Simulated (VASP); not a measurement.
Write the native input for VASP 6.6.1 that does the following.

```yaml
Task: relaxation of cell and atoms
Functional: PBE
Potentials_or_basis: VASP PAW PBE potentials, release 64 (K_sv, Cd)
Cutoff: 600 eV
k_mesh: 6 × 6 × 6
Occupations: gaussian, width 0.1 eV
Spin: no spin polarisation
Dipole_correction: no
Further_INCAR_settings: ALGO = Fast; EDIFF = 1e-06; IBRION = 2; EDIFFG = -0.04; NSW = 90; ISIF = 3
```

The structure of KCd2 lies in POSCAR:

```
KCd2
1.0
   -2.0240717405      2.0240717405      4.9653009885
    2.0240717405     -2.0240717405      4.9653009885
    2.0240717405      2.0240717405     -4.9653009885
K Cd
1 2
Direct
    0.0000000000      0.0000000000      0.0000000000
    0.6650000000      0.6650000000      0.0000000000
    0.3350000000      0.3350000000      0.0000000000
```

One way to write it, as run:

INCAR

```
SYSTEM = KCd2
PREC = Accurate ; ENCUT = 600
EDIFF = 1E-6 ; ISMEAR = 0
SIGMA = 0.1 ; LREAL = .False.
LASPH = .True. ; NELM = 100
ALGO = Fast ; ISIF = 3
LWAVE = .False. ; LCHARG = .False.
GGA = PE ; IBRION = 2
NSW = 90 ; EDIFFG = -0.04
```

KPOINTS

```
regular mesh
0
Gamma
  6 6 6
  0 0 0
```

Potentials or basis: VASP PAW PBE potentials, release 64 (K_sv, Cd).

Run with:

```sh
$ cat potpaw_PBE.64/K_sv/POTCAR potpaw_PBE.64/Cd/POTCAR > POTCAR
$ mpirun -np 1 vasp_std > vasp.out
```

Results of the run:

| Property | Result |
| --- | --- |
| Relaxed volume | 33.69 Å³/atom |
| Relaxed cell | a = 6.830 Å, b = 6.830 Å, c = 6.830 Å, α = 145.63°, β = 145.63°, γ = 49.40° |
| Space group after relaxing (to 0.1 Å) | I4/mmm (No. 139) |
| Energy gained by relaxing | 145.4 meV/atom |
| Ionic steps | 18 |
| Pressure after relaxing | -0.1 GPa |
| Largest force after relaxing | 0.032 eV/Å |
| Band gap on the k mesh | zero (an odd number of electrons rules out a gap without spin polarisation) |

Caveat: the volume moved by over 15 % at a fixed basis, so the end points are rough.

It took 14 min on 1 thread of Intel(R) Xeon(R) 6975P-C (Granite Rapids), on a shared host, peak memory 0.37 GiB.
